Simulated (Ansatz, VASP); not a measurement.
Co in VASP and in Ansatz

```
Co
1.0
     2.50432    0.00000    0.00000
    -1.25216    2.16880    0.00000
     0.00000    0.00000    8.12414
Co
4
Direct
  0.00000 0.00000 0.00000
  0.33333 0.66667 0.25000
  0.00000 0.00000 0.50000
  0.66667 0.33333 0.75000
```

Change from the starting cell: equal strain along all axes, cell held, atoms relaxed: +2.0 %.

Alike in both runs: task single point; functional PBEsol; k mesh 24 × 24 × 8; occupations gaussian, width 0.1 eV; collinear spin.

|  | VASP | Ansatz |
| --- | --- | --- |
| version | VASP 6.6.1 | Ansatz 0.2.0 |
| potentials or method | VASP PAW PBE potentials, release 64 (Co), cutoff 520 eV | scalar-relativistic, plane waves, PAW |
| valence electrons in the cell | 36 | 68 |

|  | VASP | Ansatz | Ansatz less VASP |
| --- | --- | --- | --- |
| gap on the k mesh at the Fermi level (eV) | none | none | - |
| pressure (GPa) | -13.1 | -12.5 | +0.57 |
| traceless stress, the component that is largest in VASP (GPa) | -0.11 | -0.05 | +0.056 |
| net moment per atom (μB) | 1.64 | 1.65 | +0.007 |
| size of the moment on the site where the two differ most (μB) | 1.66 | 1.72 | +0.058 |

VASP's potentials were made for PBE, not for PBEsol. Site moments also hang on the region over which each program counts them. A gap of «none» marks a metal or a gap that the smearing closes. VASP's potentials hold 36 valence electrons a cell and Ansatz's 68, so a difference there can come from the potentials and not from the codes.
